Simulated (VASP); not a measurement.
Runs of VASP 6.6.1 on SnH7. The structure is that of space group Fm-3m (No. 225), or close to it. The cells are those of the table. 

| task | cell | k mesh | cutoff (eV) | k mesh for the DOS | occupations for the DOS | gap on the mesh (eV) | pressure (GPa) |
| --- | --- | --- | --- | --- | --- | --- | --- |
| relaxation of cell and atoms | relaxed from a = 4.172 Å, angles 60.0°, 8 atoms | 6 × 6 × 6 | 600 | - | - | none | -0.3 |
| single point | a = 4.172 Å, angles 60.0°, 8 atoms | 6 × 6 × 6 | 520 | - | - | none | (a) |
| single point | a = 4.167 Å, angles 60.0°, 8 atoms | 12 × 12 × 12 | 520 | - | - | none | -0.3 |
| single point | a = 4.786 Å, angles 60.0°, 8 atoms | 4 × 4 × 4 | 520 | - | - | none | -14.0 |

Alike in all rows: level PBE; potentials or basis VASP PAW PBE potentials, release 64 (Sn_d, H); no spin polarisation; smearing gaussian 0.1 eV.

Fill in the values left out.

(a) -0.5.

Caveats: some runs use coarse meshes; spin-orbit coupling is left out, which moves the levels of the heavy elements; the relaxation stopped at its first step, so nothing moved (some runs).

A k mesh can miss the band edges, and the runs leave out spin-orbit coupling on Sn.

A gap of «none» marks levels without a gap at the run's occupations.
